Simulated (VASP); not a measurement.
# Si (P2_1/m) in VASP: further runs, part 2 of 2

VASP 6.6.1. Earlier steps stand in the parts before.

**4. Single point, LDA (engineering shear strain xy -0.0533, strain +e along x and -e along y -0.0700)**

INCAR reads:

```
PREC = Accurate
ENCUT = 520
EDIFF = 1E-7
ISMEAR = 0
SIGMA = 0.03
LREAL = False
LASPH = True
NELM = 60
ALGO = Normal
ISIF = 2
LWAVE = False
LCHARG = True
LELF = True
LVHAR = True
NBANDS = 16
```

KPOINTS reads:

```
Automatic mesh
0
Gamma
  12 12 6
```

POSCAR reads:

```
Si
1.0
    3.5355671602     -0.1013149084      0.0000000000
   -1.8555248646      3.5734782563      0.0000000000
    0.0000000000      0.0000000000      6.2886938331
Si
4
Direct
    0.3333333333      0.6666666667      0.0630360460
    0.6666666667      0.3333333333      0.5630360460
    0.3333333333      0.6666666667      0.4369639540
    0.6666666667      0.3333333333      0.9369639540
```

Potentials or basis: VASP PAW LDA potentials, release 64 (Si).

The run is started by

```console
cat potpaw_LDA.64/Si/POTCAR > POTCAR
mpirun -np 1 vasp_std > vasp.out
```

OUTCAR:

```text
PREC = Accurate
   ENCUT = 520
   EDIFF = 1E-7
   ISMEAR = 0
   LREAL = False
   LASPH = True
   NELM = 60
   ISIF = 2

 ion  position               nearest neighbor table
   1  0.333  0.667  0.063-   4 2.22   4 2.31   3 2.35   4 2.48
   2  0.667  0.333  0.563-   3 2.22   3 2.31   4 2.35   3 2.48
   3  0.333  0.667  0.437-   2 2.22   2 2.31   1 2.35   2 2.48
   4  0.667  0.333  0.937-   1 2.22   1 2.31   2 2.35   1 2.48

  LATTYP: Found a simple monoclinic cell.
 ALAT       =     3.5370184980
 B/A-ratio  =     1.7779646436
 C/A-ratio  =     1.0905401665
 COS(beta)  =    -0.4095900810

  Lattice vectors:

 A1 = (   3.5355671602,  -0.1013149084,   0.0000000000)
 A2 = (   0.0000000000,   0.0000000000,   6.2886938331)
 A3 = (  -1.6800422956,  -3.4721633479,   0.0000000000)

Analysis of symmetry for initial positions (statically):
=====================================================================
 Subroutine PRICEL returns:
 Original cell was already a primitive cell.

 Routine SETGRP: Setting up the symmetry group for a
 simple monoclinic supercell.

 Subroutine GETGRP returns: Found  4 space group operations
 (whereof  2 operations were pure point group operations)
 out of a pool of  4 trial point group operations.

The static configuration has the point symmetry S_2 .
 The point group associated with its full space group is C_2h.

Analysis of symmetry for dynamics (positions and initial velocities):
=====================================================================
 Subroutine PRICEL returns:
 Original cell was already a primitive cell.

 Routine SETGRP: Setting up the symmetry group for a
 simple monoclinic supercell.

 Subroutine GETGRP returns: Found  4 space group operations
 (whereof  2 operations were pure point group operations)
 out of a pool of  4 trial point group operations.

The dynamic configuration has the point symmetry S_2 .
 The point group associated with its full space group is C_2h.

 Subroutine INISYM returns: Found  4 space group operations
 (whereof  2 operations are pure point group operations),
 and found     1 'primitive' translations

----------------------------------------------------------------------------------------

                                     Primitive cell

  volume of cell :      78.2708

  direct lattice vectors                    reciprocal lattice vectors
     3.535567160 -0.101314908  0.000000000     0.287112153  0.149082686  0.000000000
    -1.855524865  3.573478256  0.000000000     0.008140176  0.284066175  0.000000000
     0.000000000  0.000000000  6.288693833     0.000000000  0.000000000  0.159015533

  length of vectors
     3.537018498  4.026502126  6.288693833     0.323510488  0.284182783  0.159015533

  position of ions in fractional coordinates (direct lattice)
     0.333333333  0.666666667  0.063036046
     0.666666667  0.333333333  0.563036046
     0.333333333  0.666666667  0.436963954
     0.666666667  0.333333333  0.936963954

  ion indices of the primitive-cell ions
[... 28 lines left out ...]
 ===========================================

 Found    296 irreducible k-points:

 Following reciprocal coordinates:
            Coordinates               Weight
  0.000000  0.000000  0.000000      1.000000
  0.083333  0.000000  0.000000      2.000000
  0.166667  0.000000  0.000000      2.000000
  0.250000  0.000000  0.000000      2.000000
  0.333333  0.000000  0.000000      2.000000
  0.416667  0.000000  0.000000      2.000000
[... 16 lines left out ...]
  0.250000  0.166667  0.000000      2.000000
  0.333333  0.166667  0.000000      2.000000
 [... further k-points ...]
   k-points           NKPTS =    296   k-points in BZ     NKDIM =    296   number of bands    NBANDS=     16
   number of dos      NEDOS =    301   number of ions     NIONS =      4
   total plane-waves  NPLWV =  40320
   dimension x,y,z NGX =    28 NGY =   30 NGZ =   48
   dimension x,y,z NGXF=    56 NGYF=   60 NGZF=   96
   ions per type =               4
   NGX,Y,Z   is equivalent  to a cutoff of  13.16, 12.39, 12.69 a.u.
   NGXF,Y,Z  is equivalent  to a cutoff of  26.32, 24.77, 25.38 a.u.
 SYSTEM =  unknown system
   PREC   = accura    normal or accurate (medium, high low for compatibility)
   ISTART =      0    job   : 0-new  1-cont  2-samecut
   ICHARG =      2    charge: 1-file 2-atom 10-const
   ISPIN  =      1    spin polarized calculation?
   LNONCOLLINEAR =      F non collinear calculations
   LSORBIT =      F    spin-orbit coupling
   LASPH  =      T    aspherical Exc in radial PAW
   ENCUT  =  520.0 eV  38.22 Ry    6.18 a.u.   6.58  7.49 11.69*2*pi/ulx,y,z
   NELM   =     60;   NELMIN=  2; NELMDL= -5     # of ELM steps
   EDIFF  = 0.1E-06   stopping-criterion for ELM
   LREAL  =      F    real-space projection
   EDIFFG = 0.1E-05   stopping-criterion for IOM
   NSW    =      0    number of steps for IOM
   IBRION =     -1    ionic relax: 0-MD 1-quasi-New 2-CG
   NFREE  =      0    steps in history (QN), initial steepest desc. (CG)
   ISIF   =      2    stress and relaxation
   ISYM   =      2    0-nonsym 1-usesym 2-fastsym
   POTIM  = 0.5000    time-step for ionic-motion
   TEBEG  =    0.0;   TEEND  =   0.0 temperature during run
   PSTRESS=    0.0 pullay stress
   NELECT =      16.0000    total number of electrons
   NUPDOWN=      -1.0000    fix difference up-down
   EMIN   =  10.00;   EMAX   =-10.00  energy-range for DOS
   EFERMI =   0.00;   METHOD = LEGACY
   ISMEAR =     0;   SIGMA  =   0.03  broadening in eV -4-tet -1-fermi 0-gaus
   EFERMI_NEDOS =   21; number of points for ismear=-14 and -15
   IALGO  =     38    algorithm
   IMIX   =      4    mixing-type and parameters
     AMIX     =   0.40;   BMIX     =  1.00
     AMIX_MAG =   1.60;   BMIX_MAG =  1.00
  volume/ion in A,a.u.               =      19.57       132.05
  Fermi-wavevector in a.u.,A,eV,Ry     =   0.964380  1.822414 12.653807  0.930029
  Thomas-Fermi vector in A             =   2.094006
   LORBIT       =      0    0 simple, 1 ext, 2 COOP (PROOUT), +10 PAW based schemes
   GGA     = CA    functional components
   LHFCALC =     F    Hartree Fock is set to
   AEXX    =    0.0000 exact exchange contribution
   IVDW    =     0    specifies the selected vdW correction
   LEPSILON=     F    determine dielectric tensor
   LRPA    =     F    only Hartree local field effects (RPA)
 non-spin polarized calculation
 Gauss-broadening in eV      SIGMA  =   0.03
  energy-cutoff  :      520.00
  volume of cell :       78.27
 maximum number of plane-waves:      2132
 NGX is ok and might be reduce to    28
   NGX = 13   NGY = 15   NGZ = 23

 number of electron      16.0000000 magnetization

 Free energy of the ion-electron system (eV)
  ---------------------------------------------------
  ext. energy  EPLUGINS =         0.00000000
  ---------------------------------------------------
  free energy    TOTEN  =       -23.31632047 eV

  energy without entropy =      -23.31619274  energy(sigma->0) =      -23.31625660

 E-fermi :   6.2102     XC(G=0):  -9.6922

 val. band max:        6.1726171368   @ k =   0.0833   0.0000   0.0000
 cond. band min:       6.2128573842   @ k =  -0.0000   0.1667   0.1667
 fundamental gap:      0.0402402474
 Fermi energy:         6.2102331275

 k-point     1 :       0.0000    0.0000    0.0000
  band No.  band energies     occupation
      1      -6.1594      2.00000
      2      -3.8327      2.00000
      3      -1.1492      2.00000
      4       4.2769      2.00000
      5       5.1857      2.00000
      6       5.8913      2.00000
[... 433 lines left out ...]
      3      -1.5159      2.00000
      4       0.9106      2.00000
      5       1.3475      2.00000
      6       1.9697      2.00000
[... 8 lines left out ...]
     15      12.8114      0.00000
     16      13.8385      0.00000

 [... further k-points ...]

------------------------ aborting loop because EDIFF is reached ----------------------------------------

  FORCE on cell =-STRESS in cart. coord.  units (eV):
  Direction    XX          YY          ZZ          XY          YZ          ZX
  --------------------------------------------------------------------------------------
  -------------------------------------------------------------------------------------
  Total        7.0557022     -4.5302818      0.0402781      2.4057879      0.0000000      0.0000000
  in kB      144.4278037    -92.7333131      0.8244781     49.2456533      0.0000000      0.0000000
  external PRESSURE =      17.5063229 kB  Pullay stress =       0.0000000 kB

 VOLUME and BASIS-vectors are now :
 -----------------------------------------------------------------------------
  energy-cutoff  :      520.00
  volume of cell :       78.27
      direct lattice vectors                 reciprocal lattice vectors
     3.535567160 -0.101314908  0.000000000     0.287112153  0.149082686  0.000000000
    -1.855524865  3.573478256  0.000000000     0.008140176  0.284066175  0.000000000
     0.000000000  0.000000000  6.288693833     0.000000000  0.000000000  0.159015533

 POSITION                                       TOTAL-FORCE (eV/Angst)
 -----------------------------------------------------------------------------------
     -0.05849      2.34855      0.39641         0.692992      1.051815      0.202389
      1.73854      1.12362      3.54076        -0.692992     -1.051815      0.202389
     -0.05849      2.34855      2.74793         0.692992      1.051815     -0.202389
      1.73854      1.12362      5.89228        -0.692992     -1.051815     -0.202389
 -----------------------------------------------------------------------------------
    total drift:                               -0.000000     -0.000000      0.000000

  FREE ENERGIE OF THE ION-ELECTRON SYSTEM (eV)
  ---------------------------------------------------
  free  energy   TOTEN  =       -23.3163204664 eV

  energy  without entropy=      -23.3161927359  energy(sigma->0) =      -23.31625660
```

OSZICAR:

```text
N       E                     dE             d eps       ncg     rms          rms(c)
DAV:   1     0.258177537309E+02    0.25818E+02   -0.60174E+03  9472   0.823E+02
DAV:   2    -0.219608288480E+02   -0.47779E+02   -0.43266E+02 12808   0.124E+02
DAV:   3    -0.239318395998E+02   -0.19710E+01   -0.19508E+01 12824   0.236E+01
DAV:   4    -0.239562039323E+02   -0.24364E-01   -0.24359E-01 11880   0.336E+00
DAV:   5    -0.239566456352E+02   -0.44170E-03   -0.44168E-03 13056   0.430E-01    0.742E+00
DAV:   6    -0.234916306818E+02    0.46501E+00   -0.23478E-01 11256   0.250E+00    0.435E+00
DAV:   7    -0.233176830610E+02    0.17395E+00   -0.37463E-01 12032   0.303E+00    0.531E-01
DAV:   8    -0.233161644202E+02    0.15186E-02   -0.40377E-02 11120   0.122E+00    0.302E-01
DAV:   9    -0.233164590968E+02   -0.29468E-03   -0.15427E-03 12672   0.245E-01    0.110E-01
DAV:  10    -0.233163230676E+02    0.13603E-03   -0.57831E-04 11608   0.137E-01    0.257E-02
DAV:  11    -0.233163203750E+02    0.26926E-05   -0.59464E-05 12112   0.451E-02    0.293E-02
DAV:  12    -0.233163203652E+02    0.98148E-08   -0.35128E-06 12984   0.111E-02    0.158E-02
DAV:  13    -0.233163204667E+02   -0.10154E-06   -0.83520E-07 11776   0.479E-03    0.104E-03
DAV:  14    -0.233163204664E+02    0.34333E-09   -0.34045E-08  7072   0.108E-03
   1 F= -.23316320E+02 E0= -.23316257E+02  d E =-.127730E-03
```

stdout:

```text
POSCAR found type information on POSCAR Si
 POSCAR found :  1 types and       4 ions
 scaLAPACK will be used
 LDA part: xc-table for (Slater(with rela. corr.)+CA(PZ))
 , standard interpolation
 POSCAR, INCAR and KPOINTS ok, starting setup
 FFT: planning ... GRIDC
 FFT: planning ... GRID_SOFT
 FFT: planning ... GRID
 WAVECAR not read
 entering main loop
```

Run time: 5.2 min. Hardware: 1 thread of Intel Xeon Platinum 8259CL at 2.50GHz (Skylake/Cascade Lake), shared host; peak memory 0.35 GiB.

Results:

```
Free energy            : -23.3163 eV
Pressure               : 1.8 GPa
Largest force          : 1.276 eV/Å
Band gap on the k mesh : zero (bands 8 and 9 overlap by 0.74 eV)
```

Forces on the atoms (eV/Å):
```
Si   0.693  1.052  0.202
Si  -0.693 -1.052  0.202
Si   0.693  1.052 -0.202
Si  -0.693 -1.052 -0.202
```

Stress tensor (GPa, compression positive):
```
14.44  4.92  0.00
 4.92 -9.27  0.00
 0.00  0.00  0.08
```

Levels at points of the mesh, in eV from the Fermi level:
| k point | band 5 | band 6 | band 7 | band 8 | band 9 | band 10 | band 11 | band 12 |
| --- | --- | --- | --- | --- | --- | --- | --- | --- |
| (0.00, 0.00, 0.00) | -1.02 | -0.32 | -0.26 | 0.10 | 0.48 | 2.10 | 2.19 | 2.37 |
| (0.50, 0.00, 0.00) | -4.53 | -3.78 | -3.00 | -1.99 | -0.36 | 1.46 | 2.47 | 2.75 |
| (0.00, 0.50, 0.00) | -5.01 | -3.10 | -2.06 | -0.50 | 1.40 | 3.03 | 3.48 | 3.95 |
| (0.50, 0.50, 0.00) | -4.71 | -3.43 | -2.72 | -1.45 | 0.23 | 2.20 | 2.86 | 2.96 |
| (0.00, 0.00, 0.50) | -1.26 | -1.26 | -0.42 | -0.42 | 1.00 | 1.00 | 2.94 | 2.94 |
| (0.50, 0.00, 0.50) | -3.07 | -3.07 | -2.32 | -2.32 | 0.21 | 0.21 | 1.69 | 1.69 |
| (0.00, 0.50, 0.50) | -2.70 | -2.70 | -1.45 | -1.45 | 1.21 | 1.21 | 2.18 | 2.18 |
| (0.50, 0.50, 0.50) | -2.70 | -2.70 | -2.21 | -2.21 | 0.78 | 0.78 | 1.61 | 1.61 |

Caveat: the cell differs from its parent crystal (engineering shear strain xy -0.0533, strain +e along x and -e along y -0.0700); the stress differs along the axes, from -9 to 14 GPa; semilocal functionals underestimate gaps, and a narrow one can read as zero; forces of over 1 eV/Å act on the atoms, so gaps and moduli don't describe the material at rest.

**5. Overview**

```csv
cell,gap on the mesh (eV),pressure (GPa),largest force (eV/Å)
"a = 3.539, b = 4.069, c = 6.289 Å, angles 90.0, 90.0, 120.3°, 4 atoms",none,2.1,1.56
"a = 4.071, b = 3.813, c = 6.289 Å, angles 90.0, 90.0, 126.8°, 4 atoms",none,2.1,1.57
"a = 3.537, b = 4.027, c = 6.289 Å, angles 90.0, 90.0, 119.1°, 4 atoms",none,1.8,1.28
```

Alike in all rows: task single point; level LDA; potentials or basis VASP PAW LDA potentials, release 64 (Si); no spin polarisation; k mesh 12 × 12 × 6; cutoff (eV) 520; smearing gaussian 0.03 eV.

Caveats: forces of over 1 eV/Å act on the atoms, so gaps and moduli don't describe the material at rest; the stress differs along the axes, from -9 to 15 GPa (at least some runs); the stress differs along the axes, from -9 to 16 GPa (at least some runs); the stress differs along the axes, from -9 to 14 GPa (at least some runs); semilocal functionals underestimate gaps, and a narrow one can read as zero (at least some runs).

Absolute energies hang on the potentials; compare differences alone.

The gap in the log of VASP goes by the Fermi energy; the results here count the filled bands.